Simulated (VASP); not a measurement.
**SiO2 (f.bd3): single point with PBE+D3(BJ)**

SiO2 (f.bd3):

```xyz
6
Lattice="4.1900 0.0000 0.0000 0.0000 4.1900 0.0000 0.0000 0.0000 2.6700" Properties=species:S:1:pos:R:3 pbc="T T T"
Si    0.0000    0.0000    0.0000
Si    2.0950    2.0950    1.3350
O     1.2821    1.2821    0.0000
O     2.9079    2.9079    0.0000
O     0.8129    3.3771    1.3350
O     3.3771    0.8129    1.3350
```

```json
{
 "Program": "VASP 6.6.1",
 "Task": "single point",
 "Functional": "PBE",
 "Dispersion": "D3(BJ)",
 "Potentials or basis": "VASP PAW PBE potentials, release 64 (Si, O)",
 "Cutoff": "600 eV",
 "k mesh": "4 × 4 × 6",
 "Occupations": "gaussian, width 0.1 eV",
 "Spin": "no spin polarisation"
}
```

* Pressure: 3.4 GPa
* Largest force: 0.059 eV/Å
* Band gap on the k mesh: 5.49 eV, direct
* Dispersion energy per atom: -0.239 eV

Forces on the atoms (eV/Å):
```
Si   0.000  0.000  0.000
Si   0.000  0.000  0.000
O   -0.042 -0.042  0.000
O    0.042  0.042  0.000
O    0.042 -0.042  0.000
O   -0.042  0.042  0.000
```

Stress tensor (GPa, compression positive):
```
2.69 0.00 0.00
0.00 2.69 0.00
0.00 0.00 4.79
```

Levels at points of the mesh, in eV from the valence-band top:
```tsv
k point	band 13	band 14	band 15	band 16	band 17	band 18	band 19	band 20
(0.00, 0.00, 0.00)	-2.50	-0.88	-0.88	0.00	5.49	6.71	8.47	8.47
(0.50, 0.00, 0.00)	-2.67	-2.67	-1.06	-1.06	7.67	7.67	9.06	9.06
(0.50, 0.50, 0.00)	-2.65	-2.65	-2.26	-2.26	7.36	7.36	10.03	10.03
(0.00, 0.00, 0.50)	-3.04	-3.04	-2.66	-2.66	9.00	9.00	12.59	12.59
(0.50, 0.00, 0.50)	-2.27	-2.27	-1.74	-1.74	8.71	8.71	9.78	9.78
(0.50, 0.50, 0.50)	-1.76	-1.76	-1.54	-1.54	7.10	7.10	10.97	10.97
```

Run time: 29 s on 1 thread of Intel(R) Xeon(R) Platinum 8259CL CPU @ 2.50GHz (Skylake/Cascade Lake), on a shared host, peak memory 0.19 GiB.

Expect the measured gap to be larger: semilocal functionals such as PBE lack the derivative discontinuity.
